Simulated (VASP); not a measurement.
**FeAu: single point with PBE**

The system is FeAu.

```xyz
2
Lattice="1.4117 0.8151 4.4695 -1.4117 0.8151 4.4695 0.0000 -1.6301 4.4695" Properties=species:S:1:pos:R:3 pbc="T T T"
Fe    0.0000    0.0000    6.7042
Au    0.0000    0.0000    0.0000
```

- Program: VASP 6.6.1
- Task: single point
- Functional: PBE
- Potentials or basis: VASP PAW PBE potentials, release 64 (Fe_sv, Au_sv_GW)
- Cutoff: 600 eV
- k mesh: 6 × 2 × 3
- Occupations: gaussian, width 0.11 eV
- Spin: collinear spin, ferromagnetic start
- Starting moments: [3.23, 0.0] μB

```
Pressure                                              : -1.9 GPa
Net moment                                            : 2.95 μB per cell
Site moments                                          : Fe +2.83; Au +0.06 μB
Valence electrons inside the program's atomic spheres : Fe 13.65; Au 17.18
```

Stress tensor (GPa, compression positive):
```
-0.33 -0.69  0.17
-0.69 -2.02  2.21
 0.17  2.21 -3.26
```

Levels at points of the mesh, in eV from the Fermi level:
Spin up:
| k point | band 15 | band 16 | band 17 | band 18 | band 19 | band 20 | band 21 | band 22 | band 23 | band 24 |
| --- | --- | --- | --- | --- | --- | --- | --- | --- | --- | --- |
| (0.00, 0.00, 0.00) | -3.19 | -2.30 | -2.25 | -1.62 | -1.56 | -0.68 | 4.19 | 14.85 | 17.00 | 17.69 |
| (0.50, 0.00, 0.00) | -2.90 | -2.39 | -1.94 | -1.29 | 0.86 | 1.33 | 5.90 | 6.47 | 10.90 | 12.75 |
| (0.00, 0.50, 0.00) | -2.88 | -2.42 | -1.94 | -1.36 | 0.87 | 1.33 | 5.91 | 6.47 | 10.91 | 12.75 |
| (0.50, 0.50, 0.00) | -1.66 | -1.58 | -1.36 | -1.22 | -0.95 | 1.25 | 3.38 | 7.00 | 10.47 | 11.16 |
Spin down:
```
           k point  band 13  band 14  band 15  band 16  band 17  band 18  band 19  band 20
(0.00, 0.00, 0.00)    -3.35    -3.34    -1.24    -0.58     0.31     0.41     1.29     1.34
(0.50, 0.00, 0.00)    -2.57    -1.89    -1.53    -0.56     0.64     1.41     1.64     2.73
(0.00, 0.50, 0.00)    -2.59    -1.89    -1.56    -0.60     0.67     1.40     1.73     2.72
(0.50, 0.50, 0.00)    -1.91    -0.98    -0.92     0.13     1.22     1.25     1.34     1.67
```

It took 110 s on 1 thread of AMD EPYC 7R13 Processor (Zen 3), with other jobs on the host, peak memory 0.28 GiB.

Caveat: the k points lie up to 0.78 Å⁻¹ apart; spin-orbit coupling is left out, which moves the levels of the heavy elements.
